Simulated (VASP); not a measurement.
# Re (Fm-3m) in VASP: notebook, part 2 of 4

VASP 6.6.1. Earlier steps stand in the parts before.

## Step 3: Electric field gradients, PBE (15.87 Å³/atom)

This run uses another cell than the first one, of 15.87 Å³/atom.

The input, INCAR:

```
SYSTEM = Re
ALGO = Normal
EDIFF = 1E-8
ENCUT = 520
GGA = PE
GGA_COMPAT = .FALSE.
ISIF = 2
ISMEAR = -1
LASPH = .TRUE.
LCHARG = .FALSE.
LEFG = .TRUE.
LREAL = .FALSE.
LWAVE = .FALSE.
NBANDS = 10
NELM = 120
PREC = Accurate
SIGMA = 0.03
```

The input, KPOINTS:

```
k-points
0
G
  14 14 14
  0 0 0
```

The input, POSCAR:

```
Re
1.0
    0.0000000000      1.9945557272      1.9945557272
    1.9945557272      0.0000000000      1.9945557272
    1.9945557272      1.9945557272      0.0000000000
Re
1
Direct
    0.0000000000      0.0000000000      0.0000000000
```

Potentials or basis: VASP PAW PBE potentials, release 64 (Re).

Run with:

```sh
> cat potpaw_PBE.64/Re/POTCAR > POTCAR
> mpirun -np 1 vasp_std > vasp.out
```

OUTCAR:

```text
SYSTEM = Re
   EDIFF = 1E-8
   ENCUT = 520
   GGA = PE
   ISIF = 2
   ISMEAR = -1
   LASPH = .TRUE.
   LREAL = .FALSE.
   NELM = 120
   PREC = Accurate

 ion  position               nearest neighbor table
   1  0.000  0.000  0.000-

  LATTYP: Found a face centered cubic cell.
 ALAT       =     3.9891114544

  Lattice vectors:

 A1 = (   0.0000000000,   1.9945557272,   1.9945557272)
 A2 = (   1.9945557272,   0.0000000000,   1.9945557272)
 A3 = (   1.9945557272,   1.9945557272,   0.0000000000)

Analysis of symmetry for initial positions (statically):
=====================================================================
 Subroutine PRICEL returns:
 Original cell was already a primitive cell.

 Routine SETGRP: Setting up the symmetry group for a
 face centered cubic supercell.

 Subroutine GETGRP returns: Found 48 space group operations
 (whereof 48 operations were pure point group operations)
 out of a pool of 48 trial point group operations.

The static configuration has the point symmetry O_h .

Analysis of symmetry for dynamics (positions and initial velocities):
=====================================================================
 Subroutine PRICEL returns:
 Original cell was already a primitive cell.

 Routine SETGRP: Setting up the symmetry group for a
 face centered cubic supercell.

 Subroutine GETGRP returns: Found 48 space group operations
 (whereof 48 operations were pure point group operations)
 out of a pool of 48 trial point group operations.

The dynamic configuration has the point symmetry O_h .

 Subroutine INISYM returns: Found 48 space group operations
 (whereof 48 operations are pure point group operations),
 and found     1 'primitive' translations

----------------------------------------------------------------------------------------

                                     Primitive cell

  volume of cell :      15.8697

  direct lattice vectors                    reciprocal lattice vectors
     0.000000000  1.994555727  1.994555727    -0.250682392  0.250682392  0.250682392
     1.994555727  0.000000000  1.994555727     0.250682392 -0.250682392  0.250682392
     1.994555727  1.994555727  0.000000000     0.250682392  0.250682392 -0.250682392

  length of vectors
     2.820727760  2.820727760  2.820727760     0.434194639  0.434194639  0.434194639

  position of ions in fractional coordinates (direct lattice)
     0.000000000  0.000000000  0.000000000

  ion indices of the primitive-cell ions
   primitive index   ion index
                 1           1

----------------------------------------------------------------------------------------

 KPOINTS: k-points

Automatic generation of k-mesh.
 Grid dimensions read from file:
 generate k-points for:   14   14   14

 Generating k-lattice:

[... 68 lines left out ...]
   ISYM   =      2    0-nonsym 1-usesym 2-fastsym
   POTIM  = 0.5000    time-step for ionic-motion
   TEBEG  =    0.0;   TEEND  =   0.0 temperature during run
   PSTRESS=    0.0 pullay stress
   NELECT =       7.0000    total number of electrons
   NUPDOWN=      -1.0000    fix difference up-down
   EMIN   =  10.00;   EMAX   =-10.00  energy-range for DOS
   EFERMI =   0.00;   METHOD = LEGACY
   ISMEAR =    -1;   SIGMA  =   0.03  broadening in eV -4-tet -1-fermi 0-gaus
   EFERMI_NEDOS =   21; number of points for ismear=-14 and -15
   IALGO  =     38    algorithm
   IMIX   =      4    mixing-type and parameters
     AMIX     =   0.40;   BMIX     =  1.00
     AMIX_MAG =   1.60;   BMIX_MAG =  1.00
  volume/ion in A,a.u.               =      15.87       107.09
  Fermi-wavevector in a.u.,A,eV,Ry     =   1.246191  2.354960 21.129745  1.552992
  Thomas-Fermi vector in A             =   2.380380
   LORBIT       =      0    0 simple, 1 ext, 2 COOP (PROOUT), +10 PAW based schemes
   GGA     = PE    functional components
   LHFCALC =     F    Hartree Fock is set to
   AEXX    =    0.0000 exact exchange contribution
   IVDW    =     0    specifies the selected vdW correction
   LEPSILON=     F    determine dielectric tensor
   LRPA    =     F    only Hartree local field effects (RPA)
 non-spin polarized calculation
  energy-cutoff  :      520.00
  volume of cell :       15.87
 maximum number of plane-waves:       444
 NGX is ok and might be reduce to    24
   NGX = 11   NGY = 11   NGZ = 11

 number of electron       7.0000000 magnetization

 Free energy of the ion-electron system (eV)
  ---------------------------------------------------
  ext. energy  EPLUGINS =         0.00000000
  ---------------------------------------------------
  free energy    TOTEN  =       -12.30318308 eV

  energy without entropy =      -12.29881618  energy(sigma->0) =      -12.30099963

 E-fermi :   7.2121     XC(G=0): -13.3163

 val. band max:        7.1958055729   @ k =  -0.2143   0.2857   0.0714
 cond. band min:       7.2574284041   @ k =  -0.1429   0.1429   0.0000
 fundamental gap:      0.0616228312
 Fermi energy:         7.2120639841

 k-point     1 :       0.0000    0.0000    0.0000
  band No.  band energies     occupation
      1      -2.3635      2.00000
      2       5.5159      2.00000
      3       5.5159      2.00000
      4       5.5159      2.00000
      5       8.3553      0.00000
      6       8.3553      0.00000
      7      21.0717      0.00000
      8      26.3031      0.00000
      9      26.3031      0.00000
     10      26.3031      0.00000
[... 287 lines left out ...]
 k-point    24 :       0.2857    0.1429    0.0000
  band No.  band energies     occupation
      1       0.3135      2.00000
      2       3.9899      2.00000
      3       5.7850      2.00000
      4       6.6350      2.00000
      5       7.9582      0.00000
      6       9.3527      0.00000
      7      22.0881      0.00000
      8      25.0471      0.00000
      9      27.0286      0.00000
     10      27.7465      0.00000

 [... further k-points ...]

------------------------ aborting loop because EDIFF is reached ----------------------------------------

  FORCE on cell =-STRESS in cart. coord.  units (eV):
  Direction    XX          YY          ZZ          XY          YZ          ZX
  --------------------------------------------------------------------------------------
  -------------------------------------------------------------------------------------
  Total       -1.8580391     -1.8580391     -1.8580391      0.0000000      0.0000000      0.0000000
  in kB     -187.5844798   -187.5844798   -187.5844798      0.0000000      0.0000000      0.0000000
  external PRESSURE =    -187.5844798 kB  Pullay stress =       0.0000000 kB

 VOLUME and BASIS-vectors are now :
 -----------------------------------------------------------------------------
  energy-cutoff  :      520.00
  volume of cell :       15.87
      direct lattice vectors                 reciprocal lattice vectors
     0.000000000  1.994555727  1.994555727    -0.250682392  0.250682392  0.250682392
     1.994555727  0.000000000  1.994555727     0.250682392 -0.250682392  0.250682392
     1.994555727  1.994555727  0.000000000     0.250682392  0.250682392 -0.250682392

 POSITION                                       TOTAL-FORCE (eV/Angst)
 -----------------------------------------------------------------------------------
      0.00000      0.00000      0.00000         0.000000      0.000000      0.000000
 -----------------------------------------------------------------------------------
    total drift:                               -0.000000      0.000000      0.000000

  FREE ENERGIE OF THE ION-ELECTRON SYSTEM (eV)
  ---------------------------------------------------
  free  energy   TOTEN  =       -12.3031830788 eV

  energy  without entropy=      -12.2988161765  energy(sigma->0) =      -12.30099963

 Electric field gradients (V/A^2)
---------------------------------------------------------------------
 ion       V_xx      V_yy      V_zz      V_xy      V_xz      V_yz
---------------------------------------------------------------------
   1      -0.000    -0.000    -0.000     0.000     0.000     0.000
---------------------------------------------------------------------

 Electric field gradients after diagonalization (V/A^2)
 (convention: |V_zz| > |V_xx| > |V_yy|)
----------------------------------------------------------------------
 ion       V_xx      V_yy      V_zz     asymmetry (V_yy - V_xx)/ V_zz
----------------------------------------------------------------------
   1      -0.000    -0.000     0.000       0.000
----------------------------------------------------------------------

           NMR quadrupolar parameters

 Cq : quadrupolar parameter    Cq=e*Q*V_zz/h
 eta: asymmetry parameters     (V_yy - V_xx)/ V_zz
 Q  : nuclear electric quadrupole moment in mb (millibarn)
----------------------------------------------------------------------
 ion       Cq(MHz)       eta       Q (mb)
----------------------------------------------------------------------
   1       0.000       0.000       1.000
----------------------------------------------------------------------
```

stdout:

```text
POSCAR found type information on POSCAR Re
 POSCAR found :  1 types and       1 ions
 scaLAPACK will be used
 LDA part: xc-table for (Slater+PW92), standard interpolation
 POSCAR, INCAR and KPOINTS ok, starting setup
 FFT: planning ... GRIDC
 FFT: planning ... GRID_SOFT
 FFT: planning ... GRID
 WAVECAR not read
 entering main loop
ion   1
```

Run time: 7.2 s. Hardware: 1 thread of Intel Xeon 6975P-C (Granite Rapids), shared host; peak memory 0.15 GiB.

Results:

- Free energy: -12.3032 eV
- Pressure: -18.8 GPa
- Band gap on the k mesh: zero (an odd number of electrons rules out a gap without spin polarisation)
- Largest electric field gradient by atom: zero within the noise of the run

Levels at points of the mesh, in eV from the Fermi level:
```tsv
k point	band 1	band 2	band 3	band 4	band 5	band 6	band 7	band 8
(0.00, 0.00, 0.00)	-9.58	-1.70	-1.70	-1.70	1.14	1.14	13.86	19.09
(0.50, 0.00, 0.00)	-6.32	-1.87	-1.87	0.14	3.41	3.41	8.93	13.35
(0.50, 0.50, 0.00)	-6.16	-5.35	2.53	3.36	4.07	4.07	11.70	11.70
```

Caveat: the cell stands under tension; spin-orbit coupling is left out, which moves the levels of the heavy elements.

## Step 4: Electric field gradients, PBE (16.02 Å³/atom)

This run uses another cell than the first one, of 16.02 Å³/atom.

The input, INCAR:

```
SYSTEM = Re
  ALGO = Normal
  EDIFF = 1E-8
  ENCUT = 520
  GGA = PE
  GGA_COMPAT = .False.
  ISIF = 2
  ISMEAR = -1
  LASPH = .True.
  LCHARG = .False.
  LEFG = .True.
  LREAL = .False.
  LWAVE = .False.
  NBANDS = 10
  NELM = 120
  PREC = Accurate
  SIGMA = 0.03
```

The input, KPOINTS:

```
k-points
0
Gamma
  14 14 14
  0 0 0
```

The input, POSCAR:

```
Re
1.0
    0.0000000000      2.0009898225      2.0009898225
    2.0009898225      0.0000000000      2.0009898225
    2.0009898225      2.0009898225      0.0000000000
Re
1
Direct
    0.0000000000      0.0000000000      0.0000000000
```

Potentials or basis: VASP PAW PBE potentials, release 64 (Re).

Run with:

```sh
> cat potpaw_PBE.64/Re/POTCAR > POTCAR
> mpirun -np 1 vasp_std > vasp.out
```

OUTCAR:

```text
SYSTEM = Re
   EDIFF = 1E-8
   ENCUT = 520
   GGA = PE
   ISIF = 2
   ISMEAR = -1
   LASPH = .True.
   LREAL = .False.
   NELM = 120
   PREC = Accurate

 ion  position               nearest neighbor table
   1  0.000  0.000  0.000-

  LATTYP: Found a face centered cubic cell.
 ALAT       =     4.0019796450

  Lattice vectors:

 A1 = (   0.0000000000,   2.0009898225,   2.0009898225)
 A2 = (   2.0009898225,   0.0000000000,   2.0009898225)
 A3 = (   2.0009898225,   2.0009898225,   0.0000000000)

Analysis of symmetry for initial positions (statically):
=====================================================================
 Subroutine PRICEL returns:
 Original cell was already a primitive cell.

 Routine SETGRP: Setting up the symmetry group for a
 face centered cubic supercell.

[... 493 lines left out ...]
  external PRESSURE =    -214.0547226 kB  Pullay stress =       0.0000000 kB

 VOLUME and BASIS-vectors are now :
 -----------------------------------------------------------------------------
  energy-cutoff  :      520.00
  volume of cell :       16.02
      direct lattice vectors                 reciprocal lattice vectors
     0.000000000  2.000989822  2.000989822    -0.249876333  0.249876333  0.249876333
     2.000989822  0.000000000  2.000989822     0.249876333 -0.249876333  0.249876333
     2.000989822  2.000989822  0.000000000     0.249876333  0.249876333 -0.249876333

 POSITION                                       TOTAL-FORCE (eV/Angst)
 -----------------------------------------------------------------------------------
      0.00000      0.00000      0.00000        -0.000000     -0.000000     -0.000000
 -----------------------------------------------------------------------------------
    total drift:                               -0.000000      0.000000     -0.000000

  FREE ENERGIE OF THE ION-ELECTRON SYSTEM (eV)
  ---------------------------------------------------
  free  energy   TOTEN  =       -12.2839859552 eV

  energy  without entropy=      -12.2796114329  energy(sigma->0) =      -12.28179869

 Electric field gradients (V/A^2)
---------------------------------------------------------------------
 ion       V_xx      V_yy      V_zz      V_xy      V_xz      V_yz
---------------------------------------------------------------------
   1      -0.000    -0.000    -0.000     0.000     0.000     0.000
---------------------------------------------------------------------

 Electric field gradients after diagonalization (V/A^2)
 (convention: |V_zz| > |V_xx| > |V_yy|)
----------------------------------------------------------------------
 ion       V_xx      V_yy      V_zz     asymmetry (V_yy - V_xx)/ V_zz
----------------------------------------------------------------------
   1      -0.000    -0.000     0.000       0.000
----------------------------------------------------------------------

           NMR quadrupolar parameters

 Cq : quadrupolar parameter    Cq=e*Q*V_zz/h
 eta: asymmetry parameters     (V_yy - V_xx)/ V_zz
 Q  : nuclear electric quadrupole moment in mb (millibarn)
----------------------------------------------------------------------
 ion       Cq(MHz)       eta       Q (mb)
----------------------------------------------------------------------
   1       0.000       0.000       1.000
----------------------------------------------------------------------
```

OSZICAR:

```text
N       E                     dE             d eps       ncg     rms          rms(c)
DAV:   1     0.484247571352E+01    0.48425E+01   -0.33711E+03  3292   0.755E+02
DAV:   2    -0.127860697666E+02   -0.17629E+02   -0.16560E+02  3246   0.150E+02
DAV:   3    -0.130602672451E+02   -0.27420E+00   -0.26848E+00  3428   0.299E+01
DAV:   4    -0.130613077948E+02   -0.10405E-02   -0.10394E-02  3380   0.922E-01
DAV:   5    -0.130613094002E+02   -0.16054E-05   -0.16053E-05  3006   0.236E-02    0.256E+01
DAV:   6    -0.124702608094E+02    0.59105E+00   -0.57087E-01  3280   0.202E+01    0.918E+00
DAV:   7    -0.122906356209E+02    0.17963E+00   -0.36407E-01  3310   0.153E+01    0.109E+00
DAV:   8    -0.122843785340E+02    0.62571E-02   -0.39694E-03  3274   0.658E-01    0.243E-01
DAV:   9    -0.122839761737E+02    0.40236E-03   -0.43368E-04  3224   0.238E-01    0.190E-02
DAV:  10    -0.122839856974E+02   -0.95237E-05   -0.10372E-05  2970   0.208E-02    0.306E-03
DAV:  11    -0.122839862730E+02   -0.57563E-06   -0.30743E-07  2620   0.136E-02    0.182E-03
DAV:  12    -0.122839859363E+02    0.33676E-06   -0.68235E-08  2460   0.508E-03    0.231E-04
DAV:  13    -0.122839859483E+02   -0.12069E-07   -0.94112E-10  1458   0.481E-04    0.136E-04
DAV:  14    -0.122839859552E+02   -0.68385E-08   -0.32619E-10  1350   0.226E-04
   1 F= -.12283986E+02 E0= -.12281799E+02  d E =-.437452E-02
```

It took 7.8 s on 1 thread of Intel Xeon 6975P-C (Granite Rapids), shared host; peak memory 0.15 GiB.

Results:

```yaml
Free_energy: -12.2840 eV
Pressure: -21.4 GPa
Band_gap_on_the_k_mesh: zero (an odd number of electrons rules out a gap without spin polarisation)
Largest_electric_field_gradient_by_atom: zero within the noise of the run
```

Levels at points of the mesh, in eV from the Fermi level:
| k point | band 1 | band 2 | band 3 | band 4 | band 5 | band 6 | band 7 | band 8 | band 9 |
| --- | --- | --- | --- | --- | --- | --- | --- | --- | --- |
| (0.00, 0.00, 0.00) | -9.51 | -1.67 | -1.67 | -1.67 | 1.12 | 1.12 | 13.85 | 19.03 | 19.03 |
| (0.50, 0.00, 0.00) | -6.25 | -1.85 | -1.85 | 0.13 | 3.36 | 3.36 | 8.80 | 13.33 | 19.16 |
| (0.50, 0.50, 0.00) | -6.08 | -5.28 | 2.50 | 3.31 | 4.00 | 4.00 | 11.57 | 11.63 | 11.63 |

Caveat: the cell stands under tension; spin-orbit coupling is left out, which moves the levels of the heavy elements.

(Part 2 of 4 ends here.)
